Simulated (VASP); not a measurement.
Here is a VASP 6.6.1 calculation.

Contents of INCAR:

```
SYSTEM = CsSnBr3
PREC = Accurate
ENCUT = 500
EDIFF = 1E-6
ISMEAR = 0
SIGMA = 0.01
LREAL = .False.
LASPH = .True.
NELM = 120
ALGO = Normal
ISIF = 2
LWAVE = .False.
LCHARG = .True.
GGA = PE
LELF = .True.
LVHAR = .True.
NBANDS = 30
GGA_COMPAT = .False.
```

File KPOINTS:

```
Automatic mesh
0
Gamma
  4 4 4
  0 0 0
```

The input POSCAR:

```
CsSnBr3
1.0
    5.7867710439      0.0000000000      0.0000000000
    0.0000000000      5.7867710439      0.0000000000
    0.0000000000      0.0000000000      5.7867710439
Cs Sn Br
1 1 3
Direct
    0.0000000000      0.0000000000      0.0000000000
    0.5000000000      0.5000000000      0.5000000000
    0.5000000000      0.5000000000      0.0000000000
    0.5000000000      0.0000000000      0.5000000000
    0.0000000000      0.5000000000      0.5000000000
```

Potentials or basis: VASP PAW PBE potentials, release 64 (Cs_sv, Sn_d, Br).

Run with:

```console
$ cat potpaw_PBE.64/Cs_sv/POTCAR potpaw_PBE.64/Sn_d/POTCAR potpaw_PBE.64/Br/POTCAR > POTCAR
$ mpirun -np 1 vasp_std > vasp.out
```

(1) What does it give for the band gap on the k mesh?

(2) Predict the pressure.

## Answers

(1) 0.35 eV.

(2) 1.4 GPa.

Caveat: semilocal functionals underestimate gaps, and a narrow one can read as zero; spin-orbit coupling is left out, which moves the levels of the heavy elements.
